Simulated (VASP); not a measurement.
Set up this calculation in VASP 6.6.1, as the native input.

| Property | Result |
| --- | --- |
| Task | single point |
| Functional | r2SCAN |
| Potentials or basis | VASP PAW PBE potentials, release 64 (Hf_pv, S) |
| Cutoff | 550 eV |
| k mesh | 12 × 12 × 4 |
| Occupations | fermi-dirac, width 0.02 eV |
| Spin | non-collinear spin, zero start, spin-orbit coupling |
| Starting moments | [[0.0, 0.0, 0.0], [0.0, 0.0, 0.0], [0.0, 0.0, 0.0]] μB |
| Dipole correction | no |
| Further INCAR settings | ALGO = Normal; EDIFF = 1e-06; NBANDS = 35 |

The system is HfS2.

```xyz
3
Lattice="3.6303 0.0000 0.0000 -1.8151 3.1439 0.0000 0.0000 0.0000 5.8784" Properties=species:S:1:pos:R:3 pbc="T T T"
Hf    0.0000    0.0000    0.0000
S     0.0000    2.0960    1.4380
S     1.8151    1.0480    4.4403
```

One way to write it, as run:

POSCAR

```
HfS2
1.0
    3.6302959585      0.0000000000      0.0000000000
   -1.8151479792      3.1439285233      0.0000000000
    0.0000000000      0.0000000000      5.8783581506
Hf S
1 2
Direct
    0.0000000000      0.0000000000      0.0000000000
    0.3333333333      0.6666666667      0.2446279715
    0.6666666667      0.3333333333      0.7553720285
```

INCAR.step1

```
  ALGO = Normal
  EDIFF = 1E-5
  ENCUT = 550
  GGA = PE
  GGA_COMPAT = F
  ISMEAR = -1
  LASPH = T
  LCHARG = F
  LMAXMIX = 4
  LREAL = F
  LSORBIT = T
  LWAVE = T
  MAGMOM = 0 0 0 0 0 0 0 0 0
  NBANDS = 35
  NELM = 200
  PREC = Accurate
  SIGMA = 0.02
```

INCAR.step2

```
  ALGO = Normal
  EDIFF = 1E-6
  ENCUT = 550
  GGA_COMPAT = F
  ISIF = 2
  ISMEAR = -1
  ISTART = 1
  LASPH = T
  LCHARG = F
  LMAXMIX = 4
  LMIXTAU = T
  LORBIT = 11
  LORBMOM = T
  LREAL = F
  LSORBIT = T
  LWAVE = F
  MAGMOM = 0 0 0 0 0 0 0 0 0
  METAGGA = R2SCAN
  NBANDS = 35
  NELM = 200
  PREC = Accurate
  SIGMA = 0.02
```

KPOINTS

```
k-points
0
Gamma
  12 12 4
```

Potentials or basis: VASP PAW PBE potentials, release 64 (Hf_pv, S).

The run is started by

```console
$ cat potpaw_PBE.64/Hf_pv/POTCAR potpaw_PBE.64/S/POTCAR > POTCAR
$ cp INCAR.step1 INCAR
$ mpirun -np 1 vasp_ncl > vasp.out
$ cp INCAR.step2 INCAR
$ mpirun -np 1 vasp_ncl > vasp.out
```

Results of the run:

```yaml
Pressure: 0.2 GPa
Largest_force: 0.120 eV/Å
Net_moment: 0.00 μB per cell
Valence_electrons_inside_the_program's_atomic_spheres: Hf 8.31; S 3.79
```

Caveat: the PAW data sets were made with another functional, which shifts forces and pressure a little.

It took 21 min on 1 thread of Intel(R) Xeon(R) Platinum 8559C (Emerald Rapids), with other jobs on the host, peak memory 0.56 GiB.
